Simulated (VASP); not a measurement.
Wanted: the native input for a VASP 6.6.1 run.

```yaml
Task: single point
Functional: PBE
Potentials_or_basis: VASP PAW PBE potentials, release 64 (Sn_d, O)
Cutoff: 520 eV
k_mesh: 6 × 6 × 8
Occupations: gaussian, width 0.02 eV
Spin: no spin polarisation
Dipole_correction: no
Further_INCAR_settings: ALGO = Normal; EDIFF = 1e-06; NBANDS = 35
```

The structure of SnO2 lies in POSCAR:

```
SnO2
1.0
    4.8265233155      0.0000000000      0.0000000000
    0.0000000000      4.8283728381      0.0000000000
    0.0000000000      0.0000000000      3.2381607941
Sn O
2 4
Direct
    0.5000000000      0.5000000000      0.5000000000
    0.0000000000      0.0000000000      0.0000000000
    0.3064970462      0.3066610207      0.0000000000
    0.8064970462      0.1933389793      0.5000000000
    0.1935029538      0.8066610207      0.5000000000
    0.6935029538      0.6933389793      0.0000000000
```

These files were run (other wordings do the same):

INCAR

```
PREC = Accurate
ENCUT = 520
EDIFF = 1E-6
ISMEAR = 0
SIGMA = 0.02
LREAL = F
LASPH = T
NELM = 100
ALGO = Normal
ISIF = 2
LWAVE = F
LCHARG = T
GGA = PE
LELF = T
LVHAR = T
NBANDS = 35
```

KPOINTS

```
Automatic mesh
0
Gamma
  6 6 8
```

Potentials or basis: VASP PAW PBE potentials, release 64 (Sn_d, O).

The run is started by

```console
$ cat potpaw_PBE.64/Sn_d/POTCAR potpaw_PBE.64/O/POTCAR > POTCAR
$ mpirun -np 1 vasp_std > vasp.out
```

Results of the run:

```
Pressure               : 0.6 GPa
Largest force          : 0.017 eV/Å
Band gap on the k mesh : 0.67 eV
```

Caveat: spin-orbit coupling is left out, which moves the levels of the heavy elements.

Wall time 5.1 min on 1 thread of AMD EPYC 7R13, with other jobs on the host, peak memory 0.26 GiB.
